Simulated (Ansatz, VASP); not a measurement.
## HfB in VASP and in Ansatz

The input INCAR:

```
  ALGO = Normal
  EDIFF = 1E-7
  ENCUT = 520
  GGA = PE
  ISIF = 2
  ISMEAR = 1
  LASPH = True
  LCHARG = False
  LREAL = False
  LWAVE = False
  NBANDS = 14
  NELM = 100
  PREC = Accurate
  SIGMA = 0.1
```

KPOINTS

```
k-points
0
Gamma
  9 9 9
```

File POSCAR:

```
HfB
1.0
    0.0000000000      2.3303534716      2.3303534716
    2.3303534716      0.0000000000      2.3303534716
    2.3303534716      2.3303534716      0.0000000000
Hf B
1 1
Direct
    0.5000000000      0.5000000000      0.5000000000
    0.0000000000      0.0000000000      0.0000000000
```

Input for Ansatz:

```yaml
crystal:
  lattice:
    - [0.0, 2.3303534716431105, 2.3303534716431105]
    - [2.3303534716431105, 0.0, 2.3303534716431105]
    - [2.3303534716431105, 2.3303534716431105, 0.0]
  atoms:
    - { symbol: Hf, position: [0.5, 0.5, 0.5] }
    - { symbol: B, position: [0.0, 0.0, 0.0] }
basis:
  ecutwfc: 450.0
kpoints:
  mp_grid:
    grid: [9, 9, 9]
hamiltonian:
  xc: pbe
  pseudopotentials:
    kind: paw
scf:
  occupations:
    method: cold
output:
  stress: true
```

Alike in both runs: task single point; functional PBE; k mesh 9 × 9 × 9; no spin polarisation.

|  | VASP | Ansatz |
| --- | --- | --- |
| version | VASP 6.6.1 | Ansatz 0.2.0 |
| potentials or method | VASP PAW PBE potentials, release 64 (Hf_pv, B), cutoff 520 eV | plane waves, PAW |
| occupations | methfessel-paxton of order 1, width 0.1 eV | cold |
| valence electrons in the cell | 13 | 29 |

```tsv
	VASP	Ansatz	Ansatz less VASP
pressure (GPa)	23.6	22.9	-0.70
```

VASP's potentials hold 13 valence electrons a cell and Ansatz's 29, so a difference there can come from the potentials and not from the codes.

Neither program's run includes spin-orbit coupling.
